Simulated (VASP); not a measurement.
A run of VASP 6.6.1:

File INCAR:

```
SYSTEM = InSe
  ALGO = Normal
  EDIFF = 1E-8
  ENCUT = 520
  GGA = PS
  ISIF = 2
  ISMEAR = -1
  LASPH = .TRUE.
  LCHARG = .FALSE.
  LEFG = .TRUE.
  LREAL = .FALSE.
  LWAVE = .FALSE.
  NBANDS = 27
  NELM = 60
  PREC = Accurate
  SIGMA = 0.01
```

Contents of KPOINTS:

```
k-points
0
G
  7 7 7
  0 0 0
```

The input POSCAR:

```
InSe
1.0
    1.9933106383      1.1508384336      8.2888548424
   -1.9933106383      1.1508384336      8.2888548424
    0.0000000000     -2.3016768672      8.2888548424
In Se
2 2
Direct
    0.0000000000      0.0000000000      0.0000000000
    0.1122000000      0.1122000000      0.1122000000
    0.6155000000      0.6155000000      0.6155000000
    0.8300000000      0.8300000000      0.8300000000
```

Potentials or basis: VASP PAW PBE potentials, release 64 (In_d, Se).

Run with:

```sh
$ cat potpaw_PBE.64/In_d/POTCAR potpaw_PBE.64/Se/POTCAR > POTCAR
$ mpirun -np 1 vasp_std > vasp.out
```

Hardware: 1 thread of Intel(R) Xeon(R) 6975P-C (Granite Rapids), with other jobs on the host.

**Question.** How long does it take, and how much memory?

**Answer.** It took 5.7 min on 1 thread of Intel(R) Xeon(R) 6975P-C (Granite Rapids), on a shared host, peak memory 0.58 GiB. Counts: scf iterations 17, k points 44.
